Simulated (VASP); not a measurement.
# TiB4 (P-6m2) in VASP: notebook, part 2 of 3

VASP 6.6.1. Earlier steps stand in the parts before.

## Step 4: Relaxation of cell and atoms, PBE

File INCAR:

```
SYSTEM = TiB4
ALGO     = Normal         ! electronic algorithm
EDIFF    = 1E-7           ! SCF threshold, eV
EDIFFG   = -0.04          ! ionic threshold
ENCUT    = 600            ! plane-wave cutoff, eV
GGA      = PE             ! functional
IBRION   = 2              ! ionic algorithm
ISIF     = 3              ! what is computed and relaxed
ISMEAR   = 0              ! smearing method
LASPH    = .TRUE.         ! aspherical terms in the spheres
LCHARG   = .FALSE.        ! write CHGCAR
LREAL    = .FALSE.        ! projectors in reciprocal space
LWAVE    = .FALSE.        ! write WAVECAR
NELM     = 100            ! most SCF steps
NSW      = 90             ! ionic steps
PREC     = Accurate       ! precision mode
SIGMA    = 0.1            ! smearing width, eV
```

File KPOINTS:

```
k-points
0
G
  6 6 4
  0 0 0
```

File POSCAR:

```
TiB4
1.0
    3.0821911600      0.0000000000      0.0000000000
   -1.5410955800      2.6692558400      0.0000000000
    0.0000000000      0.0000000000      5.2816559700
Ti B
1 4
Direct
    0.0000000000      0.0000000000      0.0000000000
    0.6666666700      0.3333333300      0.3928130800
    0.6666666700      0.3333333300      0.6071869200
    0.0000000000      0.0000000000      0.7203716300
    0.0000000000      0.0000000000      0.2796283700
```

Command:

```
> cat potpaw_PBE.64/Ti_sv/POTCAR potpaw_PBE.64/B/POTCAR > POTCAR
> mpirun -np 1 vasp_std > vasp.out
```

Wall time 3.1 min (1 thread of Intel Xeon 6975P-C (Granite Rapids), shared host); peak memory 0.19 GiB.

Results (log left out):

- Free energy: -33.9060 eV
- Relaxed volume: 9.29 Å³/atom
- Relaxed cell: a = 3.044 Å, b = 3.044 Å, c = 5.786 Å, α = 90.00°, β = 90.00°, γ = 120.00°
- Space group after relaxing (to 0.05 Å): P-6m2 (No. 187)
- Energy gained by relaxing: 3138.3 meV/atom
- Ionic steps: 24
- Pressure after relaxing: -0.2 GPa
- Largest force after relaxing: 0.015 eV/Å
- Band gap on the k mesh: zero (band 12 reaches 7.01 eV, above the bottom of band 13 at 5.71 eV)

Forces on the atoms (eV/Å):
```
Ti   0.000  0.000  0.000
B    0.000  0.000  0.015
B    0.000  0.000 -0.015
B    0.000  0.000  0.004
B    0.000  0.000 -0.004
```

Stress tensor (GPa, compression positive):
```
-0.06  0.00  0.00
 0.00 -0.06  0.00
 0.00  0.00 -0.45
```

Step by step:
| step | energy change (eV) | largest force (eV/Å) | pressure (GPa) | volume (Å³) |
| --- | --- | --- | --- | --- |
| 1 | 0.0000 | 38.0593 | 90.31 | 43.45 |
| 2 | 23.7096 | 109.2144 | 115.04 | 72.43 |
| 3 | -8.2013 | 4.6889 | -2.12 | 58.05 |
| 4 | -9.7891 | 4.6594 | -6.87 | 56.37 |
| 5 | -14.4430 | 2.5251 | -4.70 | 50.00 |
| 6 | -14.9600 | 2.8360 | 7.78 | 46.75 |
| 7 | -14.9962 | 2.0264 | 4.21 | 47.51 |
| 8 | -14.9978 | 2.0961 | 4.62 | 47.42 |
| 9 | -15.3437 | 1.1275 | -6.22 | 49.08 |
| 10 | -15.3438 | 1.1218 | -6.33 | 49.10 |
| 11 | -15.4969 | 0.9082 | -0.75 | 47.36 |
| 12 | -15.5214 | 1.4647 | 3.20 | 46.33 |
| 13 | -15.6221 | 0.4957 | 3.57 | 45.93 |
| 14 | -15.6489 | 0.7516 | 4.73 | 45.40 |
| 15 | -15.6530 | 0.4486 | 4.34 | 45.54 |
| 16 | -15.6806 | 0.2855 | 0.62 | 46.32 |
| 17 | -15.6850 | 0.1936 | -1.49 | 46.81 |
| 18 | -15.6891 | 0.0789 | -0.69 | 46.61 |
| 19 | -15.6892 | 0.1132 | -0.59 | 46.59 |
| 20 | -15.6904 | 0.0652 | 0.15 | 46.39 |
| 21 | -15.6905 | 0.0598 | 0.45 | 46.31 |
| 22 | -15.6910 | 0.0408 | 0.17 | 46.36 |
| 23 | -15.6911 | 0.0659 | 0.00 | 46.39 |
| 24 | -15.6914 | 0.0153 | -0.19 | 46.43 |

Final structure:
```cif
data_structure
_symmetry_space_group_name_H-M 'P 1'
_symmetry_Int_Tables_number 1
_cell_length_a 3.0440
_cell_length_b 3.0440
_cell_length_c 5.7862
_cell_angle_alpha 90.000
_cell_angle_beta 90.000
_cell_angle_gamma 120.000
_cell_volume 46.43
loop_
_atom_site_label
_atom_site_type_symbol
_atom_site_fract_x
_atom_site_fract_y
_atom_site_fract_z
_atom_site_occupancy
Ti1 Ti 0.00000 0.00000 0.00000 1
B1 B 0.66667 0.33333 0.29911 1
B2 B 0.66667 0.33333 0.70089 1
B3 B 0.00000 0.00000 0.64134 1
B4 B 0.00000 0.00000 0.35866 1
```

Levels at points of the mesh, in eV from the Fermi level:
```tsv
k point	band 8	band 9	band 10	band 11	band 12	band 13	band 14	band 15	band 16
(0.00, 0.00, 0.00)	-1.88	-0.43	-0.43	0.56	0.56	1.17	1.17	3.27	4.31
(0.50, 0.00, 0.00)	-5.23	-3.66	-2.51	-1.74	-1.31	-0.29	1.76	3.13	3.88
(0.00, 0.00, 0.50)	-2.89	-0.74	-0.74	0.40	0.40	2.33	2.76	2.76	3.20
(0.50, 0.00, 0.50)	-5.50	-2.98	-2.10	-1.56	-0.88	-0.16	2.35	2.71	3.15
```

Caveat: the k points lie up to 0.40 Å⁻¹ apart in the final cell.

## Step 5: Single point, PBE, collinear spin, ferromagnetic start

This run uses another cell than the first one, of 9.28 Å³/atom, 1.067 times its volume.

File INCAR:

```
SYSTEM = TiB4
  ALGO = Normal
  EDIFF = 1E-7
  ENCUT = 520
  GGA = PE
  ISIF = 2
  ISMEAR = 0
  ISPIN = 2
  LASPH = .TRUE.
  LCHARG = .FALSE.
  LMAXMIX = 4
  LORBIT = 11
  LREAL = .FALSE.
  LWAVE = .FALSE.
  MAGMOM = 1 0 0 0 0
  NBANDS = 24
  NELM = 150
  PREC = Accurate
  SIGMA = 0.1
```

KPOINTS is that of step 4.

File POSCAR:

```
TiB4
1.0
    3.0450018828      0.0000000000      0.0000000000
   -1.5225009414      2.6370489851      0.0000000000
    0.0000000000      0.0000000000      5.7756876254
Ti B
1 4
Direct
    0.0000000000      0.0000000000      0.0000000000
    0.6666666667      0.3333333333      0.3005329451
    0.6666666667      0.3333333333      0.6994670549
    0.0000000000      0.0000000000      0.6412472236
    0.0000000000      0.0000000000      0.3587527764
```

Command:

```
> cat potpaw_PBE.64/Ti_sv/POTCAR potpaw_PBE.64/B/POTCAR > POTCAR
> mpirun -np 1 vasp_std > vasp.out
```

Wall time 25 s (1 thread of Intel Xeon 6975P-C (Granite Rapids), shared host); peak memory 0.2 GiB.

Results (log left out):

| Property | Result |
| --- | --- |
| Free energy | -33.9075 eV |
| Pressure | 0.0 GPa |
| Largest force | 0.033 eV/Å |
| Net moment | 0.32 μB per cell |
| Site moments | Ti +0.19; B +0.00, +0.01 μB |
| Valence electrons inside the program's atomic spheres | Ti 10.39; B 1.80, 2.05 |

Forces on the atoms (eV/Å):
```
Ti   0.000  0.000  0.000
B    0.000  0.000  0.033
B    0.000  0.000 -0.033
B    0.000  0.000 -0.002
B    0.000  0.000  0.002
```

Stress tensor (GPa, compression positive):
```
-0.59  0.00  0.00
 0.00 -0.59  0.00
 0.00  0.00  1.19
```

Levels at points of the mesh, in eV from the Fermi level:
Spin up:
| k point | band 8 | band 9 | band 10 | band 11 | band 12 | band 13 | band 14 | band 15 | band 16 | band 17 |
| --- | --- | --- | --- | --- | --- | --- | --- | --- | --- | --- |
| (0.00, 0.00, 0.00) | -1.94 | -0.46 | -0.46 | 0.56 | 0.56 | 1.10 | 1.10 | 3.35 | 4.30 | 4.30 |
| (0.50, 0.00, 0.00) | -5.21 | -3.67 | -2.54 | -1.75 | -1.30 | -0.40 | 1.79 | 3.07 | 3.83 | 3.94 |
| (0.00, 0.00, 0.50) | -2.94 | -0.77 | -0.77 | 0.36 | 0.36 | 2.36 | 2.75 | 2.75 | 3.16 | 3.16 |
| (0.50, 0.00, 0.50) | -5.48 | -3.01 | -2.10 | -1.62 | -0.88 | -0.14 | 2.35 | 2.69 | 3.09 | 3.31 |
Spin down:
```csv
k point,band 10,band 11,band 12,band 13,band 14,band 15
"(0.00, 0.00, 0.00)",-0.41,0.62,0.62,1.30,1.30,3.40
"(0.50, 0.00, 0.00)",-2.53,-1.65,-1.26,-0.10,1.88,3.30
"(0.00, 0.00, 0.50)",-0.74,0.55,0.55,2.44,2.82,2.82
"(0.50, 0.00, 0.50)",-2.05,-1.38,-0.82,-0.13,2.54,2.80
```

Caveat: the k points lie up to 0.40 Å⁻¹ apart.

## Step 6: Single point, PBE

This run uses another cell than the first one, of 9.26 Å³/atom, 1.066 times its volume.

File INCAR:

```
SYSTEM = TiB4
  PREC = Accurate
  ENCUT = 520
  EDIFF = 1E-6
  ISMEAR = 0
  SIGMA = 0.1
  LREAL = .FALSE.
  LASPH = .TRUE.
  NELM = 60
  ALGO = Normal
  ISIF = 2
  LWAVE = .FALSE.
  LCHARG = .FALSE.
  GGA = PE
  NBANDS = 20
```

File KPOINTS:

```
regular mesh
0
G
  12 12 8
  0 0 0
```

File POSCAR:

```
TiB4
1.0
    3.0412828106      0.0000000000      0.0000000000
   -1.5206414053      2.6338281740      0.0000000000
    0.0000000000      0.0000000000      5.7804418036
Ti B
1 4
Direct
    0.0000000000      0.0000000000      0.0000000000
    0.6666666667      0.3333333333      0.3027054616
    0.6666666667      0.3333333333      0.6972945384
    0.0000000000      0.0000000000      0.6414166289
    0.0000000000      0.0000000000      0.3585833711
```

Potentials or basis: VASP PAW PBE potentials, release 64 (Ti_sv, B).

Command:

```
> cat potpaw_PBE.64/Ti_sv/POTCAR potpaw_PBE.64/B/POTCAR > POTCAR
> mpirun -np 1 vasp_std > vasp.out
```

OUTCAR:

```text
SYSTEM = TiB4
   PREC = Accurate
   ENCUT = 520
   EDIFF = 1E-6
   ISMEAR = 0
   LREAL = .FALSE.
   LASPH = .TRUE.
   NELM = 60
   ISIF = 2
   GGA = PE

 ion  position               nearest neighbor table
   1  0.000  0.000  0.000-   4 2.07   5 2.07   2 2.48   3 2.48   2 2.48   3 2.48   2 2.48   3 2.48

   2  0.667  0.333  0.303-   5 1.79   5 1.79   5 1.79   1 2.48   1 2.48   1 2.48
   3  0.667  0.333  0.697-   4 1.79   4 1.79   4 1.79   1 2.48   1 2.48   1 2.48
   4  0.000  0.000  0.641-   5 1.63   3 1.79   3 1.79   3 1.79   1 2.07
   5  0.000  0.000  0.359-   4 1.63   2 1.79   2 1.79   2 1.79   1 2.07

  LATTYP: Found a hexagonal cell.
 ALAT       =     3.0412828106
 C/A-ratio  =     1.9006590849

  Lattice vectors:

 A1 = (   3.0412828106,   0.0000000000,   0.0000000000)
 A2 = (  -1.5206414053,   2.6338281740,   0.0000000000)
 A3 = (   0.0000000000,   0.0000000000,   5.7804418036)

Analysis of symmetry for initial positions (statically):
=====================================================================
 Subroutine PRICEL returns:
 Original cell was already a primitive cell.

 Routine SETGRP: Setting up the symmetry group for a
 hexagonal supercell.

[... 176 lines left out ...]
 cond. band min:       6.4651636531   @ k =   0.3333  -0.0000   0.3750
 fundamental gap:      0.0040236552
 Fermi energy:         6.4636486976

 k-point     1 :       0.0000    0.0000    0.0000
  band No.  band energies     occupation
      1     -50.1055      2.00000
      2     -26.2821      2.00000
      3     -26.2820      2.00000
      4     -26.2820      2.00000
      5      -6.5838      2.00000
      6      -2.4617      2.00000
[... 541 lines left out ...]
     19      13.0471      0.00000
     20      15.0192      0.00000

 [... further k-points ...]

------------------------ aborting loop because EDIFF is reached ----------------------------------------

  FORCE on cell =-STRESS in cart. coord.  units (eV):
  Direction    XX          YY          ZZ          XY          YZ          ZX
  --------------------------------------------------------------------------------------
  -------------------------------------------------------------------------------------
  Total        0.0004839      0.0004839      0.0407317      0.0000000     -0.0000000      0.0000000
  in kB        0.0167450      0.0167450      1.4094121      0.0000000     -0.0000000      0.0000000
  external PRESSURE =       0.4809674 kB  Pullay stress =       0.0000000 kB

 VOLUME and BASIS-vectors are now :
 -----------------------------------------------------------------------------
  energy-cutoff  :      520.00
  volume of cell :       46.30
      direct lattice vectors                 reciprocal lattice vectors
     3.041282811  0.000000000  0.000000000     0.328808619  0.189837745  0.000000000
    -1.520641405  2.633828174  0.000000000     0.000000000  0.379675489  0.000000000
     0.000000000  0.000000000  5.780441804     0.000000000  0.000000000  0.172997157

 POSITION                                       TOTAL-FORCE (eV/Angst)
 -----------------------------------------------------------------------------------
      0.00000      0.00000      0.00000         0.000000      0.000000      0.000000
      1.52064      0.87794      1.74977        -0.000000      0.000000      0.004767
      1.52064      0.87794      4.03067        -0.000000      0.000000     -0.004767
      0.00000      0.00000      3.70767         0.000000      0.000000      0.005908
      0.00000      0.00000      2.07277        -0.000000     -0.000000     -0.005908
 -----------------------------------------------------------------------------------
    total drift:                               -0.000000      0.000000      0.000000

  FREE ENERGIE OF THE ION-ELECTRON SYSTEM (eV)
  ---------------------------------------------------
  free  energy   TOTEN  =       -33.8968172399 eV

  energy  without entropy=      -33.8789560147  energy(sigma->0) =      -33.88788663
```

It took 33 s on 1 thread of Intel Xeon 6975P-C (Granite Rapids), shared host; peak memory 0.22 GiB.

Results:

```yaml
Free_energy: -33.8968 eV
Pressure: 0.0 GPa
Largest_force: 0.006 eV/Å
Band_gap_on_the_k_mesh: zero (band 12 reaches 7.06 eV, above the bottom of band 13 at 5.75 eV)
```

Forces in eV/Å, atoms in the order of the input:
```
Ti   0.000  0.000  0.000
B    0.000  0.000  0.005
B    0.000  0.000 -0.005
B    0.000  0.000  0.006
B    0.000  0.000 -0.006
```

Stress tensor (GPa, compression positive):
```
0.00 0.00 0.00
0.00 0.00 0.00
0.00 0.00 0.14
```

(Part 2 of 3 ends here.)
